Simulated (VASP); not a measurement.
The system is Zn.

```xyz
2
Lattice="2.6700 0.0000 0.0000 -1.3350 2.3123 0.0000 0.0000 0.0000 4.9660" Properties=species:S:1:pos:R:3 pbc="T T T"
Zn    0.0000    1.5415    1.2415
Zn    1.3350    0.7708    3.7245
```

| Item | Value |
| --- | --- |
| Program | VASP 6.6.1 |
| Task | relaxation of cell and atoms |
| Functional | PBEsol |
| Potentials or basis | VASP PAW PBE potentials, release 64 (Zn) |
| Cutoff | 600 eV |
| k mesh | 10 × 10 × 5 |
| Occupations | methfessel-paxton, width 0.02 eV |
| Spin | no spin polarisation |

At the start: pressure -5.5 GPa; volume 15.33 Å³/atom.

Task: How do energy, volume and symmetry change on relaxing?

Result: Over 6 steps the energy falls by 19.7 meV/atom and the volume is 14.28 Å³/atom (-6.9 %); space group P6_3/mmc (No. 194, to 0.1 Å) before and after.

The path:
```csv
step,energy change (eV),largest force (eV/Å),pressure (GPa),volume (Å³)
1,0.0000,0.0000,-5.51,30.66
2,-0.0380,0.0000,0.74,28.38
3,-0.0386,0.0000,-0.08,28.62
4,-0.0386,0.0000,-0.19,28.66
5,-0.0394,0.0000,-0.21,28.59
6,-0.0395,0.0000,-0.14,28.56
```

Final structure:
```
Zn
1.0
     2.60911    0.00000    0.00000
    -1.30455    2.25955    0.00000
     0.00000    0.00000    4.84408
Zn
2
Direct
  0.33333 0.66667 0.25000
  0.66667 0.33333 0.75000
```

Caveat: the PAW data sets were made with another functional, which shifts forces and pressure a little.
